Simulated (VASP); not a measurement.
# Co in VASP: further runs

Co is run at these levels: BLYP, RPBE+D3(BJ), PBE+D3(BJ); tasks: single point.

Program: VASP 6.6.1. These are calculated values, not measurements. Logs are shortened: lines on timing, memory, paths and dates and some standing lists are left out, and cuts for length are marked.

## Step 1: The cell of the first run

Symmetry: P-3m1, No. 164, trigonal system. Conventional cell: a = 2.487 Å, b = 2.487 Å, c = 4.063 Å, α = 90.00°, β = 90.00°, γ = 120.00°. Within 3.2 Å of Co (site symmetry 3m) lie 12 Co at 2.42 to 2.55 Å.

## Step 2: Single point, BLYP, collinear spin, ferromagnetic start

Input file INCAR:

```
PREC     = Accurate       # precision mode
ENCUT    = 690            # plane-wave cutoff, eV
EDIFF    = 1E-6           # SCF threshold, eV
ISMEAR   = -1             # smearing method
SIGMA    = 0.05           # smearing width, eV
LREAL    = False          # projectors in reciprocal space
LASPH    = True           # aspherical terms in the spheres
NELM     = 200            # most SCF steps
ALGO     = Normal         # electronic algorithm
ISIF     = 2              # what is computed and relaxed
LWAVE    = False          # write WAVECAR
LCHARG   = False          # write CHGCAR
ISPIN    = 2              # spin polarisation
MAGMOM   = 2 2            # initial moments
LORBIT   = 11             # projections on sites
LMAXMIX  = 4              # l up to which the mixer works
GGA      = B5             # functional
ALDAX    = 1.0          
AGGAX    = 1.0          
AGGAC    = 1.0          
ALDAC    = 0.0          
NBANDS   = 28             # bands
GGA_COMPAT= False
```

Input file KPOINTS:

```
regular mesh
0
Gamma
  12 12 7
```

Input file POSCAR:

```
Co
1.0
    2.4873648738      0.0000000000      0.0000000000
   -1.2436824369      2.1541211692      0.0000000000
    0.0000000000      0.0000000000      4.0632895034
Co
2
Direct
    0.3333333333      0.6666666667      0.7401390000
    0.6666666667      0.3333333333      0.2598610000
```

Potentials or basis: VASP PAW PBE potentials, release 64 (Co_sv).

Run with:

```console
cat potpaw_PBE.64/Co_sv/POTCAR > POTCAR
mpirun -np 1 vasp_std > vasp.out
```

OUTCAR:

```text
PREC = Accurate
   ENCUT = 690
   EDIFF = 1E-6
   ISMEAR = -1
   LREAL = False
   LASPH = True
   NELM = 200
   ISIF = 2
   ISPIN = 2
   LORBIT = 11
   GGA = B5

 ion  position               nearest neighbor table
   1  0.333  0.667  0.740-   2 2.42   2 2.42   2 2.42
   2  0.667  0.333  0.260-   1 2.42   1 2.42   1 2.42

  LATTYP: Found a hexagonal cell.
 ALAT       =     2.4873648738
 C/A-ratio  =     1.6335719565

  Lattice vectors:

 A1 = (   2.4873648738,   0.0000000000,   0.0000000000)
 A2 = (  -1.2436824369,   2.1541211692,   0.0000000000)
 A3 = (   0.0000000000,   0.0000000000,   4.0632895034)

Analysis of symmetry for initial positions (statically):
=====================================================================
 Subroutine PRICEL returns:
 Original cell was already a primitive cell.

 Routine SETGRP: Setting up the symmetry group for a
 hexagonal supercell.

 Subroutine GETGRP returns: Found 12 space group operations
 (whereof 12 operations were pure point group operations)
 out of a pool of 24 trial point group operations.

The static configuration has the point symmetry D_3d.

Analysis of symmetry for dynamics (positions and initial velocities):
=====================================================================
 Subroutine PRICEL returns:
 Original cell was already a primitive cell.

 Routine SETGRP: Setting up the symmetry group for a
 hexagonal supercell.

 Subroutine GETGRP returns: Found 12 space group operations
 (whereof 12 operations were pure point group operations)
 out of a pool of 24 trial point group operations.

The dynamic configuration has the point symmetry D_3d.

Analysis of structural, dynamic, and magnetic symmetry:
=====================================================================
 Subroutine PRICEL returns:
 Original cell was already a primitive cell.

 Routine SETGRP: Setting up the symmetry group for a
 hexagonal supercell.

 Subroutine GETGRP returns: Found 12 space group operations
 (whereof 12 operations were pure point group operations)
 out of a pool of 24 trial point group operations.

The overall configuration has the point symmetry D_3d.

 Subroutine INISYM returns: Found 12 space group operations
 (whereof 12 operations are pure point group operations),
 and found     1 'primitive' translations

----------------------------------------------------------------------------------------

                                     Primitive cell

  volume of cell :      21.7715

  direct lattice vectors                    reciprocal lattice vectors
     2.487364874  0.000000000  0.000000000     0.402031889  0.232113220  0.000000000
    -1.243682437  2.154121169  0.000000000     0.000000000  0.464226439  0.000000000
     0.000000000  0.000000000  4.063289503     0.000000000  0.000000000  0.246106018

  length of vectors
     2.487364874  2.487364874  4.063289503     0.464226439  0.464226439  0.246106018

  position of ions in fractional coordinates (direct lattice)
     0.333333333  0.666666667  0.740139000
     0.666666667  0.333333333  0.259861000

  ion indices of the primitive-cell ions
   primitive index   ion index
                 1           1
                 2           2

----------------------------------------------------------------------------------------

 KPOINTS: regular mesh

Automatic generation of k-mesh.
 Grid dimensions read from file:
 generate k-points for:   12   12    7

 Generating k-lattice:

  Cartesian coordinates                     Fractional coordinates (reciprocal lattice)
     0.033502657  0.019342768  0.000000000     0.083333333  0.000000000  0.000000000
     0.000000000  0.038685537  0.000000000     0.000000000  0.083333333  0.000000000
     0.000000000  0.000000000  0.035158003     0.000000000  0.000000000  0.142857143

  Length of vectors
     0.038685537  0.038685537  0.035158003

  Shift w.r.t. Gamma in fractional coordinates (k-lattice)
     0.000000000  0.000000000  0.000000000

 Subroutine IBZKPT returns following result:
 ===========================================

 Found    112 irreducible k-points:

 Following reciprocal coordinates:
            Coordinates               Weight
  0.000000  0.000000  0.000000      1.000000
  0.083333  0.000000  0.000000      6.000000
  0.166667  0.000000  0.000000      6.000000
  0.250000  0.000000  0.000000      6.000000
  0.333333  0.000000  0.000000      6.000000
  0.416667  0.000000  0.000000      6.000000
[... 16 lines left out ...]
  0.166667  0.000000  0.142857      6.000000
  0.000000  0.166667  0.142857      6.000000
 [... further k-points ...]
   k-points           NKPTS =    112   k-points in BZ     NKDIM =    112   number of bands    NBANDS=     28
   number of dos      NEDOS =    301   number of ions     NIONS =      2
   total plane-waves  NPLWV =  20736
   dimension x,y,z NGX =    24 NGY =   24 NGZ =   36
   dimension x,y,z NGXF=    48 NGYF=   48 NGZF=   72
   ions per type =               2
   NGX,Y,Z   is equivalent  to a cutoff of  16.04, 16.04, 14.73 a.u.
   NGXF,Y,Z  is equivalent  to a cutoff of  32.08, 32.08, 29.46 a.u.
 SYSTEM =  unknown system
   PREC   = accura    normal or accurate (medium, high low for compatibility)
   ISTART =      0    job   : 0-new  1-cont  2-samecut
   ICHARG =      2    charge: 1-file 2-atom 10-const
   ISPIN  =      2    spin polarized calculation?
   LNONCOLLINEAR =      F non collinear calculations
   LSORBIT =      F    spin-orbit coupling
   LASPH  =      T    aspherical Exc in radial PAW
   ENCUT  =  690.0 eV  50.71 Ry    7.12 a.u.   5.33  5.33  8.70*2*pi/ulx,y,z
   NELM   =    200;   NELMIN=  2; NELMDL= -5     # of ELM steps
   EDIFF  = 0.1E-05   stopping-criterion for ELM
   LREAL  =      F    real-space projection
   EDIFFG = 0.1E-04   stopping-criterion for IOM
   NSW    =      0    number of steps for IOM
   IBRION =     -1    ionic relax: 0-MD 1-quasi-New 2-CG
   NFREE  =      0    steps in history (QN), initial steepest desc. (CG)
   ISIF   =      2    stress and relaxation
   ISYM   =      2    0-nonsym 1-usesym 2-fastsym
   POTIM  = 0.5000    time-step for ionic-motion
   TEBEG  =    0.0;   TEEND  =   0.0 temperature during run
   PSTRESS=    0.0 pullay stress
   NELECT =      34.0000    total number of electrons
   NUPDOWN=      -1.0000    fix difference up-down
   EMIN   =  10.00;   EMAX   =-10.00  energy-range for DOS
   EFERMI =   0.00;   METHOD = LEGACY
   ISMEAR =    -1;   SIGMA  =   0.05  broadening in eV -4-tet -1-fermi 0-gaus
   EFERMI_NEDOS =   21; number of points for ismear=-14 and -15
   IALGO  =     38    algorithm
   IMIX   =      4    mixing-type and parameters
     AMIX     =   0.40;   BMIX     =  1.00
     AMIX_MAG =   1.60;   BMIX_MAG =  1.00
  volume/ion in A,a.u.               =      10.89        73.46
  Fermi-wavevector in a.u.,A,eV,Ry     =   1.899351  3.589254 49.083508  3.607536
  Thomas-Fermi vector in A             =   2.938709
   LORBIT       =     11    0 simple, 1 ext, 2 COOP (PROOUT), +10 PAW based schemes
   GGA     = B5    functional components
   LHFCALC =     F    Hartree Fock is set to
   AEXX    =    0.0000 exact exchange contribution
   IVDW    =     0    specifies the selected vdW correction
   LEPSILON=     F    determine dielectric tensor
   LRPA    =     F    only Hartree local field effects (RPA)
 spin polarized calculation
  energy-cutoff  :      690.00
  volume of cell :       21.77
 maximum number of plane-waves:       917
 NGX is ok and might be reduce to    24
   NGX = 11   NGY = 11   NGZ = 17

 number of electron      34.0000002 magnetization       3.2012584

 Free energy of the ion-electron system (eV)
  ---------------------------------------------------
  ext. energy  EPLUGINS =         0.00000000
  ---------------------------------------------------
  free energy    TOTEN  =       -12.19534928 eV

  energy without entropy =      -12.17925165  energy(sigma->0) =      -12.18730046

 E-fermi :  12.4218     XC(G=0): -13.3004

 val. band max:       12.4213074903   @ k =  -0.1667   0.4167   0.4286
 cond. band min:      12.4276432419   @ k =   0.0000   0.0000   0.0000
 fundamental gap:      0.0063357516
 Fermi energy:        12.4218227506

 spin component 1

 k-point     1 :       0.0000    0.0000    0.0000
  band No.  band energies     occupation
      1     -83.1829      1.00000
      2     -83.1250      1.00000
      3     -46.8272      1.00000
      4     -46.5369      1.00000
      5     -46.5369      1.00000
      6     -46.4987      1.00000
[... 20 lines left out ...]
     27      38.3894      0.00000
     28      38.3894      0.00000

 k-point     2 :       0.0833    0.0000    0.0000
  band No.  band energies     occupation
      1     -83.1796      1.00000
      2     -83.1235      1.00000
      3     -46.8202      1.00000
      4     -46.5537      1.00000
      5     -46.5419      1.00000
      6     -46.5051      1.00000
[... 20 lines left out ...]
     27      39.8718      0.00000
     28      40.6592      0.00000

 k-point     3 :       0.1667    0.0000    0.0000
  band No.  band energies     occupation
      1     -83.1704      1.00000
      2     -83.1194      1.00000
      3     -46.8001      1.00000
      4     -46.5988      1.00000
      5     -46.5559      1.00000
      6     -46.5502      1.00000
[... 616 lines left out ...]
      3     -46.7887      1.00000
      4     -46.5986      1.00000
      5     -46.5565      1.00000
      6     -46.5533      1.00000
[... 20 lines left out ...]
     27      38.9837      0.00000
     28      39.8136      0.00000

 k-point    24 :       0.0000    0.1667    0.1429
  band No.  band energies     occupation
      1     -83.1682      1.00000
      2     -83.1216      1.00000
      3     -46.7888      1.00000
      4     -46.5948      1.00000
      5     -46.5619      1.00000
      6     -46.5535      1.00000
[... 20 lines left out ...]
     27      38.7806      0.00000
     28      39.7755      0.00000

 [... further k-points ...]

 spin component 2

 k-point     1 :       0.0000    0.0000    0.0000
  band No.  band energies     occupation
      1     -81.1467      1.00000
      2     -81.0844      1.00000
      3     -44.8678      1.00000
      4     -44.5619      1.00000
      5     -44.5619      1.00000
      6     -44.5096      1.00000
[... 20 lines left out ...]
     27      38.7653      0.00000
     28      38.7653      0.00000

 k-point     2 :       0.0833    0.0000    0.0000
  band No.  band energies     occupation
      1     -81.1432      1.00000
      2     -81.0828      1.00000
      3     -44.8600      1.00000
      4     -44.5802      1.00000
      5     -44.5674      1.00000
      6     -44.5279      1.00000
[... 20 lines left out ...]
     27      39.8397      0.00000
     28      41.0268      0.00000

 k-point     3 :       0.1667    0.0000    0.0000
  band No.  band energies     occupation
      1     -81.1332      1.00000
      2     -81.0783      1.00000
      3     -44.8380      1.00000
      4     -44.6294      1.00000
      5     -44.5826      1.00000
      6     -44.5771      1.00000
[... 616 lines left out ...]
      3     -44.8257      1.00000
      4     -44.6287      1.00000
      5     -44.5828      1.00000
      6     -44.5798      1.00000
[... 20 lines left out ...]
     27      39.1903      0.00000
     28      40.1503      0.00000

 k-point    24 :       0.0000    0.1667    0.1429
  band No.  band energies     occupation
      1     -81.1308      1.00000
      2     -81.0808      1.00000
      3     -44.8259      1.00000
      4     -44.6247      1.00000
      5     -44.5882      1.00000
      6     -44.5800      1.00000
[... 20 lines left out ...]
     27      39.0204      0.00000
     28      40.1019      0.00000

 [... further k-points ...]

------------------------ aborting loop because EDIFF is reached ----------------------------------------

  FORCE on cell =-STRESS in cart. coord.  units (eV):
  Direction    XX          YY          ZZ          XY          YZ          ZX
  --------------------------------------------------------------------------------------
  -------------------------------------------------------------------------------------
  Total        1.3403677      1.3403677      0.9421665      0.0000000      0.0000000      0.0000000
  in kB       98.6386552     98.6386552     69.3347308      0.0000000      0.0000000      0.0000000
  external PRESSURE =      88.8706804 kB  Pullay stress =       0.0000000 kB

 VOLUME and BASIS-vectors are now :
 -----------------------------------------------------------------------------
  energy-cutoff  :      690.00
  volume of cell :       21.77
      direct lattice vectors                 reciprocal lattice vectors
     2.487364874  0.000000000  0.000000000     0.402031889  0.232113220  0.000000000
    -1.243682437  2.154121169  0.000000000     0.000000000  0.464226439  0.000000000
     0.000000000  0.000000000  4.063289503     0.000000000  0.000000000  0.246106018

 POSITION                                       TOTAL-FORCE (eV/Angst)
 -----------------------------------------------------------------------------------
     -0.00000      1.43608      3.00740        -0.000000     -0.000000      0.522237
      1.24368      0.71804      1.05589         0.000000      0.000000     -0.522237
 -----------------------------------------------------------------------------------
    total drift:                                0.000000     -0.000000      0.000000

  FREE ENERGIE OF THE ION-ELECTRON SYSTEM (eV)
  ---------------------------------------------------
  free  energy   TOTEN  =       -12.1953492751 eV

  energy  without entropy=      -12.1792516455  energy(sigma->0) =      -12.18730046

 total charge

# of ion       s       p       d       tot
------------------------------------------
    1        2.250   6.114   6.750  15.114
    2        2.250   6.114   6.750  15.114
--------------------------------------------------
tot          4.499  12.228  13.500  30.228

 magnetization (x)

# of ion       s       p       d       tot
------------------------------------------
    1       -0.005  -0.013   1.675   1.657
    2       -0.005  -0.013   1.675   1.657
--------------------------------------------------
tot         -0.010  -0.026   3.351   3.315
```

Wall time 3.6 min (1 thread of AMD EPYC 7R43 (Zen 3), shared host); peak memory 0.22 GiB.

Results:

```
Free energy                                           : -12.1953 eV
Pressure                                              : 8.9 GPa
Largest force                                         : 0.522 eV/Å
Net moment                                            : 3.20 μB per cell
Site moments                                          : Co +1.66 μB
Valence electrons inside the program's atomic spheres : Co 15.11
```

Forces in eV/Å, atoms in the order of the input:
```
Co   0.000  0.000  0.522
Co   0.000  0.000 -0.522
```

Levels at points of the mesh, in eV from the Fermi level:
Spin up:
```tsv
k point	band 17	band 18	band 19	band 20	band 21	band 22
(0.00, 0.00, 0.00)	-1.89	-0.81	-0.81	0.01	6.16	22.29
(0.50, 0.00, 0.00)	-0.64	-0.48	1.41	3.40	9.51	10.44
```
Spin down:
```tsv
k point	band 13	band 14	band 15	band 16	band 17	band 18
(0.00, 0.00, 0.00)	-1.00	-0.70	-0.70	-0.13	-0.13	0.02
(0.50, 0.00, 0.00)	-1.13	-1.07	-0.67	1.17	1.26	1.33
```

Caveat: the cell stands under pressure; the PAW data sets were made with another functional, which shifts forces and pressure a little.

(Continued in part 2 of 2.)
